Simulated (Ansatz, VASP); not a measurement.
## One calculation of AlN, two programs

File INCAR:

```
SYSTEM = AlN
ALGO     = Normal         ! electronic algorithm
EDIFF    = 1E-6           ! SCF threshold, eV
ENCUT    = 520            ! plane-wave cutoff, eV
ISIF     = 2              ! what is computed and relaxed
ISMEAR   = 0              ! smearing method
LASPH    = .True.         ! aspherical terms in the spheres
LCHARG   = .False.        ! write CHGCAR
LREAL    = .False.        ! projectors in reciprocal space
LWAVE    = .False.        ! write WAVECAR
NBANDS   = 11             ! bands
NELM     = 100            ! most SCF steps
PREC     = Accurate       ! precision mode
SIGMA    = 0.05           ! smearing width, eV
```

The input KPOINTS:

```
k-points
0
Gamma
  10 10 10
  0 0 0
```

Contents of POSCAR:

```
AlN
1.0
    0.0000000000      2.5212363955      1.6388036571
    2.5212363955      0.0000000000      1.6388036571
    2.5212363955      2.5212363955      0.0000000000
Al N
1 1
Direct
    0.0000000000      0.0000000000      0.0000000000
    0.7500000000      0.7500000000      0.7500000000
```

Input for Ansatz:

```yaml
crystal:
  lattice:
    - [0.0, 2.5212363955, 1.6388036571]
    - [2.5212363955, 0.0, 1.6388036571]
    - [2.5212363955, 2.5212363955, 0.0]
  atoms:
    - { symbol: Al, position: [0.0, 0.0, 0.0] }
    - { symbol: "N", position: [0.75, 0.75, 0.75] }
basis:
  ecutwfc: 420
kpoints:
  mp_grid: { grid: [10, 10, 10] }
hamiltonian:
  xc: lda
scf:
  occupations: { method: gaussian, width: 0.05 }
output:
  forces: true
  stress: true
  eigenvalues: true
```

Alike in both runs: task single point; functional LDA; k mesh 10 × 10 × 10; occupations gaussian, width 0.05 eV; no spin polarisation.

|  | VASP | Ansatz |
| --- | --- | --- |
| version | VASP 6.6.1 | Ansatz 0.2.0 |
| potentials or method | VASP PAW LDA potentials, release 64 (Al, N), cutoff 520 eV | scalar-relativistic, plane waves, PAW |
| valence electrons in the cell | 8 | 8 |

VASP gave:

| Item | Value |
| --- | --- |
| gap on the k mesh at the Fermi level (eV) | 2.40 |
| least direct gap on the mesh (eV) | 2.58 |
| pressure (GPa) | -17.9 |
| traceless stress, the component that is largest in VASP (GPa) | 23.38 |

Problem. What did Ansatz give for the same quantities?

Solution. gap on the k mesh at the Fermi level (eV): 2.42; least direct gap on the mesh (eV): 2.58; pressure (GPa): -18.3; traceless stress, the component that is largest in VASP (GPa): 23.57.

LDA's correlation is that of Perdew and Zunger in VASP and of Perdew and Wang (1992) in Ansatz.
